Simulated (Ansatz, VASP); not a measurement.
## One calculation of BN, two programs

Contents of INCAR:

```
SYSTEM = BN
ALGO = Normal
EDIFF = 1E-6
ENCUT = 520
GGA = PE
ISIF = 2
ISMEAR = 0
LASPH = .True.
LCHARG = .False.
LREAL = .False.
LWAVE = .False.
NBANDS = 16
NELM = 80
PREC = Accurate
SIGMA = 0.05
```

KPOINTS

```
k-points
0
Gamma
  12 12 6
  0 0 0
```

The input POSCAR:

```
BN
1.0
    2.5539396017      0.0000000000      0.0000000000
   -1.2769698009      2.2117765748      0.0000000000
    0.0000000000      0.0000000000      4.2268550000
B N
2 2
Direct
    0.6666666667      0.3333333333      0.9997240000
    0.3333333333      0.6666666667      0.4997240000
    0.5793227787      0.2693931696      0.6725925036
    0.3333333333      0.6666666667      0.1252760000
```

Input for Ansatz:

```yaml
crystal:
  lattice:
    - [2.5539396017, 0.0, 0.0]
    - [-1.2769698009, 2.2117765748, 0.0]
    - [0.0, 0.0, 4.226855]
  atoms:
    - { symbol: B, position: [0.6666666667, 0.3333333333, 0.999724] }
    - { symbol: B, position: [0.3333333333, 0.6666666667, 0.499724] }
    - { symbol: "N", position: [0.5793227787, 0.2693931696, 0.6725925036] }
    - { symbol: "N", position: [0.3333333333, 0.6666666667, 0.125276] }
basis:
  ecutwfc: 420
kpoints:
  mp_grid: { grid: [12, 12, 6] }
hamiltonian:
  xc: pbe
scf:
  occupations: { method: gaussian, width: 0.05 }
output:
  forces: true
  stress: true
  eigenvalues: true
```

Alike in both runs: task single point; functional PBE; k mesh 12 × 12 × 6; occupations gaussian, width 0.05 eV; no spin polarisation.

|  | VASP | Ansatz |
| --- | --- | --- |
| version | VASP 6.6.1 | Ansatz 0.2.0 |
| potentials or method | VASP PAW PBE potentials, release 64 (B, N), cutoff 520 eV | scalar-relativistic, plane waves, PAW |
| valence electrons in the cell | 16 | 16 |

VASP gave:

| Quantity | Value |
| --- | --- |
| gap on the k mesh at the Fermi level (eV) | 2.88 |
| least direct gap on the mesh (eV) | 6.70 |
| pressure (GPa) | 10.7 |
| traceless stress, the component that is largest in VASP (GPa) | 7.52 |
| rms of the force components (eV/Å) | 2.914 |

**Question.** Estimate Ansatz's values.

**Answer.** gap on the k mesh at the Fermi level (eV): 2.89; least direct gap on the mesh (eV): 6.70; pressure (GPa): 10.5; traceless stress, the component that is largest in VASP (GPa): 7.36; rms of the force components (eV/Å): 2.909.

Atom by atom the forces differ by 0.006 eV/Å (rms over components). The functional is the same, so the differences come from potentials, cutoffs and numerics.
